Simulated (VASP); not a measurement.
Input of a VASP 6.6.1 run:

File INCAR:

```
SYSTEM = Al12O
PREC = Accurate
ENCUT = 520
EDIFF = 1E-7
ISMEAR = 0
SIGMA = 0.1
LREAL = .False.
LASPH = .True.
NELM = 120
ALGO = Normal
ISIF = 2
LWAVE = .False.
LCHARG = .False.
LDIPOL = .True.
IDIPOL = 3
DIPOL = 0.5 0.5 0.325
GGA = PE
IBRION = 2
NSW = 36
EDIFFG = -0.025
GGA_COMPAT = .False.
NELMIN = 4
NELMDL = -8
```

Contents of KPOINTS:

```
Automatic mesh
0
Gamma
  6 6 1
  0 0 0
```

Contents of POSCAR:

```
Al12O
1.0
    5.7143028096      0.0000000000      0.0000000000
   -2.8571514048      4.9487313980      0.0000000000
    0.0000000000      0.0000000000     20.1016424764
Al O
12 1
Selective dynamics
Direct
    0.3333333333      0.1666666667      0.1989887147  F F F
    0.3333333333      0.6666666667      0.1989887147  F F F
    0.8333333333      0.1666666667      0.1989887147  F F F
    0.8333333333      0.6666666667      0.1989887147  F F F
    0.1666666667      0.3333333333      0.3134533099  F F F
    0.1666666667      0.8333333333      0.3134533099  F F F
    0.6666666667      0.3333333333      0.3134533099  F F F
    0.6666666667      0.8333333333      0.3134533099  F F F
    0.0000000000      0.0000000000      0.4279074452  F F F
    0.0000000000      0.5000000000      0.4279074452  F F F
    0.5000000000      0.0000000000      0.4279074452  F F F
    0.5000000000      0.5000000000      0.4279074452  F F F
    0.3333333333      0.1666666667      0.4602234347  F F T
```

Potentials or basis: VASP PAW PBE potentials, release 64 (Al, O).

Command:

```console
$ cat potpaw_PBE.64/Al/POTCAR potpaw_PBE.64/O/POTCAR > POTCAR
$ mpirun -np 1 vasp_std > vasp.out
```

Q: Predict the band gap on the k mesh.

A: Zero (bands 21 and 22 overlap by 0.54 eV).

Q: Predict the energy gained by relaxing.

A: 15.4 meV/atom.

The path:
```tsv
step	energy change (eV)	largest force on free atoms (eV/Å)	pressure (GPa)
1	0.0000	1.9378	0.22
2	-0.1411	1.0691	-0.11
3	-0.1997	0.0359	-0.45
4	-0.1997	0.0027	-0.46
```
